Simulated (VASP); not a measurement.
Here is a VASP 6.6.1 calculation.

The input INCAR:

```
PREC     = Accurate       # precision mode
ENCUT    = 600            # plane-wave cutoff, eV
EDIFF    = 1E-8           # SCF threshold, eV
ISMEAR   = 0              # smearing method
SIGMA    = 0.01           # smearing width, eV
LREAL    = False          # projectors in reciprocal space
LASPH    = True           # aspherical terms in the spheres
NELM     = 120            # most SCF steps
ALGO     = Normal         # electronic algorithm
ISIF     = 2              # what is computed and relaxed
LWAVE    = False          # write WAVECAR
LCHARG   = False          # write CHGCAR
GGA      = PE             # functional
NBANDS   = 11             # bands
IBRION   = 8              # ionic algorithm
NSW      = 1              # ionic steps
LEPSILON = True           # dielectric tensor by DFPT
GGA_COMPAT= False
```

Contents of KPOINTS:

```
Automatic mesh
0
Gamma
  12 12 12
```

Contents of POSCAR:

```
BN
1.0
    0.0000000000      1.8123308055      1.8123308055
    1.8123308055      0.0000000000      1.8123308055
    1.8123308055      1.8123308055      0.0000000000
B N
1 1
Direct
    0.0000000000      0.0000000000      0.0000000000
    0.7500000000      0.7500000000      0.7500000000
```

Potentials or basis: VASP PAW PBE potentials, release 64 (B, N).

Run with:

```sh
$ cat potpaw_PBE.64/B/POTCAR potpaw_PBE.64/N/POTCAR > POTCAR
$ mpirun -np 1 vasp_std > vasp.out
```

Question: Estimate the electronic dielectric tensor (diagonal).

Answer: 4.61.

Question: Predict the Born charges (mean of the diagonal).

Answer: B +1.91; N -1.91 e.

Question: Estimate the highest phonon frequency at Γ, LO-TO splitting left out.

Answer: 1030 cm⁻¹.

Electronic dielectric tensor:
```
4.61 0.00 0.00
0.00 4.61 0.00
0.00 0.00 4.61
```
